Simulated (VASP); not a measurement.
Set up this calculation in VASP 6.6.1, as the native input.

```yaml
Task: single point
Functional: r2SCAN
Potentials_or_basis: VASP PAW PBE potentials, release 64 (K_sv, F)
Cutoff: 520 eV
k_mesh: 8 × 8 × 8
Occupations: gaussian, width 0.01 eV
Spin: no spin polarisation
Dipole_correction: no
Further_INCAR_settings: ALGO = Normal; EDIFF = 1e-06; NBANDS = 15
```

Crystal: KF.

```
K F
1.0
    -0.07910    2.65896    2.65896
     2.65896   -0.07910    2.65896
     2.57986    2.57986    0.00000
K F
1 1
Direct
  0.00000 0.00000 0.00000
  0.50000 0.50000 0.50000
```

This cell differs from its parent crystal: shear xy strain -6.0%.

One way to write it, as run:

POSCAR

```
KF
1.0
   -0.0791040768      2.6589605635      2.6589605635
    2.6589605635     -0.0791040768      2.6589605635
    2.5798564867      2.5798564867      0.0000000000
K F
1 1
Direct
    0.0000000000      0.0000000000      0.0000000000
    0.5000000000      0.5000000000      0.5000000000
```

INCAR.step1

```
SYSTEM = KF
ALGO     = Normal         ! electronic algorithm
EDIFF    = 1E-4           ! SCF threshold, eV
ENCUT    = 520            ! plane-wave cutoff, eV
GGA      = PE             ! functional
ISMEAR   = 0              ! smearing method
LASPH    = .True.         ! aspherical terms in the spheres
LCHARG   = .False.        ! write CHGCAR
LREAL    = .False.        ! projectors in reciprocal space
LWAVE    = .True.         ! write WAVECAR
NBANDS   = 15             ! bands
NELM     = 80             ! most SCF steps
PREC     = Accurate       ! precision mode
SIGMA    = 0.01           ! smearing width, eV
```

INCAR.step2

```
SYSTEM = KF
ALGO     = Normal         ! electronic algorithm
EDIFF    = 1E-6           ! SCF threshold, eV
ENCUT    = 520            ! plane-wave cutoff, eV
ISIF     = 2              ! what is computed and relaxed
ISMEAR   = 0              ! smearing method
ISTART   = 1            
LASPH    = .True.         ! aspherical terms in the spheres
LCHARG   = .False.        ! write CHGCAR
LMIXTAU  = .True.       
LREAL    = .False.        ! projectors in reciprocal space
LWAVE    = .False.        ! write WAVECAR
METAGGA  = R2SCAN         ! meta-GGA
NBANDS   = 15             ! bands
NELM     = 80             ! most SCF steps
PREC     = Accurate       ! precision mode
SIGMA    = 0.01           ! smearing width, eV
```

KPOINTS

```
k-points
0
Gamma
  8 8 8
  0 0 0
```

Potentials or basis: VASP PAW PBE potentials, release 64 (K_sv, F).

Launch:

```bash
$ cat potpaw_PBE.64/K_sv/POTCAR potpaw_PBE.64/F/POTCAR > POTCAR
$ cp INCAR.step1 INCAR
$ mpirun -np 1 vasp_std > vasp.out
$ cp INCAR.step2 INCAR
$ mpirun -np 1 vasp_std > vasp.out
```

Results of the run:

```json
{
 "Pressure": "0.0 GPa",
 "Band gap on the k mesh": "6.87 eV, direct"
}
```

Caveat: the cell differs from its parent crystal (shear xy strain -6.0%); the PAW data sets were made with another functional, which shifts forces and pressure a little.

Run time: 110 s on 1 thread of Intel(R) Xeon(R) Platinum 8488C (Sapphire Rapids), on a shared host, peak memory 0.19 GiB.
